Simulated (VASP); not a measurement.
Input of a VASP 6.6.1 run:

INCAR

```
ALGO = Fast ; EDIFF = 1E-7
ENCUT = 520 ; GGA = PE
ISIF = 2 ; ISMEAR = 0
LASPH = T ; LCHARG = F
LREAL = F ; LWAVE = F
NBANDS = 38 ; NELM = 100
PREC = Accurate ; SIGMA = 0.1
```

File KPOINTS:

```
k-points
0
Gamma
  6 6 4
```

File POSCAR:

```
RbAl2W3
1.0
    5.0524591400      0.0000000000      0.0000000000
   -2.5262295700      4.3755579700      0.0000000000
    0.0000000000      0.0000000000      6.6540664700
Rb Al W
1 2 3
Direct
    0.0000000000      0.0000000000      0.0000000000
    0.0000000000      0.0000000000      0.3628682400
    0.0000000000      0.0000000000      0.6371317600
    0.5000000000      0.0000000000      0.0000000000
    0.0000000000      0.5000000000      0.0000000000
    0.5000000000      0.5000000000      0.0000000000
```

Potentials or basis: VASP PAW PBE potentials, release 64 (Rb_sv, Al, W_sv).

Command:

```sh
$ cat potpaw_PBE.64/Rb_sv/POTCAR potpaw_PBE.64/Al/POTCAR potpaw_PBE.64/W_sv/POTCAR > POTCAR
$ mpirun -np 1 vasp_std > vasp.out
```

(1) Estimate the largest force.

(2) Estimate the pressure.

Results:

(1) 13.224 eV/Å.

(2) 29.1 GPa.

Caveat: forces of over 1 eV/Å act on the atoms, so gaps and moduli don't describe the material at rest.
